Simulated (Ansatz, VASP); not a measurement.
# BAs in VASP and in Ansatz

```
B As
1.0
     0.00000    2.40465    2.40465
     2.40465    0.00000    2.40465
     2.40465    2.40465    0.00000
B As
1 1
Cartesian
  1.2023 1.2023 1.2023
  0.0000 0.0000 0.0000
```

Alike in both runs: functional PBE; k mesh 10 × 10 × 10; occupations gaussian, width 0.02 eV; no spin polarisation.

Ansatz relaxed the structure, and its values are those at the end. VASP's run is a single point on that final structure, the one shown.

```csv
,VASP,Ansatz
version,VASP 6.6.1,Ansatz 0.2.0
potentials or method,"VASP PAW PBE potentials, release 64 (B, As), cutoff 500 eV","scalar-relativistic, plane waves, PAW"
valence electrons in the cell,8,18
```

Ansatz gave:

```
gap on the k mesh at the Fermi level (eV) : 1.20
least direct gap on the mesh (eV)         : 3.26
pressure (GPa)                            : 0.0
```

Which values does VASP return?

gap on the k mesh at the Fermi level (eV): 1.20; least direct gap on the mesh (eV): 3.25; pressure (GPa): 0.6.

The functional is the same, so the differences come from potentials, cutoffs and numerics. VASP's potentials hold 8 valence electrons a cell and Ansatz's 18, so a difference there can come from the potentials and not from the codes.
